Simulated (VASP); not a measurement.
# ZnS (R3m) in VASP: further runs, part 2 of 2

VASP 6.6.1.

### 3 Single point, PBE

INCAR reads:

```
PREC = Accurate
ENCUT = 520
EDIFF = 1E-6
ISMEAR = 0
SIGMA = 0.01
LREAL = F
LASPH = T
NELM = 60
ALGO = Normal
ISIF = 2
LWAVE = F
LCHARG = F
GGA = PE
NBANDS = 36
```

KPOINTS reads:

```
regular mesh
0
Gamma
  9 9 9
```

POSCAR reads:

```
ZnS
1.0
    1.9231104709      1.1103083481      9.4492159505
   -1.9231104709      1.1103083481      9.4492159505
    0.0000000000     -2.2206166961      9.4492159505
Zn S
3 3
Direct
    0.9999659140      0.9999659140      0.9999659140
    0.2222538269      0.2222538269      0.2222538269
    0.4445321104      0.4445321104      0.4445321104
    0.0832951398      0.0832951398      0.0832951398
    0.5278530236      0.5278530236      0.5278530236
    0.3054259853      0.3054259853      0.3054259853
```

Potentials or basis: VASP PAW PBE potentials, release 64 (Zn, S).

The run is started by

```sh
$ cat potpaw_PBE.64/Zn/POTCAR potpaw_PBE.64/S/POTCAR > POTCAR
$ mpirun -np 1 vasp_std > vasp.out
```

OUTCAR:

```text
PREC = Accurate
   ENCUT = 520
   EDIFF = 1E-6
   ISMEAR = 0
   LREAL = F
   LASPH = T
   NELM = 60
   ISIF = 2
   GGA = PE

 ion  position               nearest neighbor table
   1  1.000  1.000  1.000-   6 2.36   6 2.36   6 2.36   4 2.36
   2  0.222  0.222  0.222-   5 2.36   5 2.36   5 2.36   6 2.36
   3  0.445  0.445  0.445-   4 2.36   4 2.36   4 2.36   5 2.36
   4  0.083  0.083  0.083-   3 2.36   3 2.36   3 2.36   1 2.36
   5  0.528  0.528  0.528-   2 2.36   2 2.36   2 2.36   3 2.36
   6  0.305  0.305  0.305-   1 2.36   1 2.36   1 2.36   2 2.36

  LATTYP: Found a trigonal (rhomboedric) cell.
 ALAT       =     9.7066379653
 COS(alpha) =     0.9214943711

  Lattice vectors:

 A1 = (   1.9231104709,   1.1103083481,   9.4492159505)
 A2 = (  -1.9231104709,   1.1103083481,   9.4492159505)
 A3 = (   0.0000000000,  -2.2206166961,   9.4492159505)

Analysis of symmetry for initial positions (statically):
=====================================================================
 Subroutine PRICEL returns:
 Original cell was already a primitive cell.

 Routine SETGRP: Setting up the symmetry group for a
 trigonal (rhombohedral) supercell.

 Subroutine GETGRP returns: Found  6 space group operations
 (whereof  6 operations were pure point group operations)
 out of a pool of 12 trial point group operations.

The static configuration has the point symmetry C_3v.

Analysis of symmetry for dynamics (positions and initial velocities):
=====================================================================
 Subroutine PRICEL returns:
 Original cell was already a primitive cell.

 Routine SETGRP: Setting up the symmetry group for a
 trigonal (rhombohedral) supercell.

 Subroutine GETGRP returns: Found  6 space group operations
 (whereof  6 operations were pure point group operations)
 out of a pool of 12 trial point group operations.

The dynamic configuration has the point symmetry C_3v.
[... 121 lines left out ...]
   EFERMI =   0.00;   METHOD = LEGACY
   ISMEAR =     0;   SIGMA  =   0.01  broadening in eV -4-tet -1-fermi 0-gaus
   EFERMI_NEDOS =   21; number of points for ismear=-14 and -15
   IALGO  =     38    algorithm
   IMIX   =      4    mixing-type and parameters
     AMIX     =   0.40;   BMIX     =  1.00
     AMIX_MAG =   1.60;   BMIX_MAG =  1.00
  volume/ion in A,a.u.               =      20.18       136.16
  Fermi-wavevector in a.u.,A,eV,Ry     =   1.250857  2.363778 21.288277  1.564644
  Thomas-Fermi vector in A             =   2.384832
   LORBIT       =      0    0 simple, 1 ext, 2 COOP (PROOUT), +10 PAW based schemes
   GGA     = PE    functional components
   LHFCALC =     F    Hartree Fock is set to
   AEXX    =    0.0000 exact exchange contribution
   IVDW    =     0    specifies the selected vdW correction
   LEPSILON=     F    determine dielectric tensor
   LRPA    =     F    only Hartree local field effects (RPA)
 non-spin polarized calculation
 Gauss-broadening in eV      SIGMA  =   0.01
  energy-cutoff  :      520.00
  volume of cell :      121.06
 maximum number of plane-waves:      3287
   NGX = 37   NGY = 37   NGZ = 37

 number of electron      54.0000003 magnetization

 Free energy of the ion-electron system (eV)
  ---------------------------------------------------
  ext. energy  EPLUGINS =         0.00000000
  ---------------------------------------------------
  free energy    TOTEN  =       -20.54695250 eV

  energy without entropy =      -20.54695250  energy(sigma->0) =      -20.54695250

 E-fermi :   2.0172     XC(G=0):  -9.5203

 val. band max:        1.9114993263   @ k =   0.0000   0.0000   0.0000
 cond. band min:       3.9719687387   @ k =   0.0000   0.0000   0.0000
 fundamental gap:      2.0604694123
 Fermi energy:         2.0171581128

 k-point     1 :       0.0000    0.0000    0.0000
  band No.  band energies     occupation
      1     -11.0911      2.00000
      2     -10.4592      2.00000
      3     -10.4509      2.00000
      4      -4.3438      2.00000
      5      -4.3371      2.00000
      6      -4.3371      2.00000
[... 925 lines left out ...]
     35       9.8794      0.00000
     36       9.9667      0.00000

 [... further k-points ...]
[... 5 lines left out ...]
  --------------------------------------------------------------------------------------
  -------------------------------------------------------------------------------------
  Total        0.1173162      0.1173162      0.1041411      0.0000000      0.0000000      0.0000000
  in kB        1.5526500      1.5526500      1.3782820      0.0000000      0.0000000      0.0000000
  external PRESSURE =       1.4945273 kB  Pullay stress =       0.0000000 kB

 VOLUME and BASIS-vectors are now :
 -----------------------------------------------------------------------------
  energy-cutoff  :      520.00
  volume of cell :      121.06
      direct lattice vectors                 reciprocal lattice vectors
     1.923110471  1.110308348  9.449215950     0.259995464  0.150108451  0.035276295
    -1.923110471  1.110308348  9.449215950    -0.259995464  0.150108451  0.035276295
     0.000000000 -2.220616696  9.449215950     0.000000000 -0.300216903  0.035276295

 POSITION                                       TOTAL-FORCE (eV/Angst)
 -----------------------------------------------------------------------------------
      0.00000      0.00000     28.34668         0.000000      0.000000      0.002162
      0.00000      0.00000      6.30037         0.000000      0.000000      0.003086
      0.00000      0.00000     12.60144         0.000000      0.000000      0.003424
      0.00000      0.00000      2.36122         0.000000     -0.000000     -0.001993
      0.00000      0.00000     14.96339         0.000000     -0.000000     -0.004149
      0.00000      0.00000      8.65811         0.000000     -0.000000     -0.002531
 -----------------------------------------------------------------------------------
    total drift:                                0.000000      0.000000      0.000137

  FREE ENERGIE OF THE ION-ELECTRON SYSTEM (eV)
  ---------------------------------------------------
  free  energy   TOTEN  =       -20.5469524995 eV

  energy  without entropy=      -20.5469524995  energy(sigma->0) =      -20.54695250
```

It took 18 min on 1 thread of Intel Xeon 6975P-C (Granite Rapids), shared host; peak memory 0.85 GiB.

What came out:

```
Free energy            : -20.5470 eV
Pressure               : 0.1 GPa
Largest force          : 0.004 eV/Å
Band gap on the k mesh : 2.06 eV
```

Forces on the atoms (eV/Å):
```
Zn   0.000  0.000  0.002
Zn   0.000  0.000  0.003
Zn   0.000  0.000  0.003
S    0.000  0.000 -0.002
S    0.000  0.000 -0.004
S    0.000  0.000 -0.003
```

A k mesh can miss the band edges.
